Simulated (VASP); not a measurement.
Here is a VASP 6.6.1 calculation.

INCAR

```
ALGO = Normal ; EDIFF = 1E-7
ENCUT = 520 ; GGA = PE
ISIF = 2 ; ISMEAR = 0
LASPH = T ; LCHARG = T
LELF = T ; LREAL = F
LVHAR = T ; LWAVE = F
NBANDS = 42 ; NELM = 100
PREC = Accurate ; SIGMA = 0.1
```

File KPOINTS:

```
k-points
0
Gamma
  6 6 2
```

File POSCAR:

```
Lu2Si3P
1.0
    4.0253567900      0.0000000000      0.0000000000
   -2.0126784000      3.4860612400      0.0000000000
    0.0000000000      0.0000000000      7.9180435000
Lu Si P
2 3 1
Direct
    0.3333333300      0.6666666700      0.2428220100
    0.3333333300      0.6666666700      0.7571779900
    0.6666666700      0.3333333300      0.5000000000
    0.0000000000      0.0000000000      0.0000000000
    0.0000000000      0.0000000000      0.5000000000
    0.6666666700      0.3333333300      0.0000000000
```

Potentials or basis: VASP PAW PBE potentials, release 64 (Lu, Si, P).

Run with:

```console
$ cat potpaw_PBE.64/Lu/POTCAR potpaw_PBE.64/Si/POTCAR potpaw_PBE.64/P/POTCAR > POTCAR
$ mpirun -np 1 vasp_std > vasp.out
```

(1) Estimate the pressure.

(2) Predict the largest force.

## Answers

(1) -0.8 GPa.

(2) 0.271 eV/Å.

Caveat: the k points lie up to 0.40 Å⁻¹ apart.
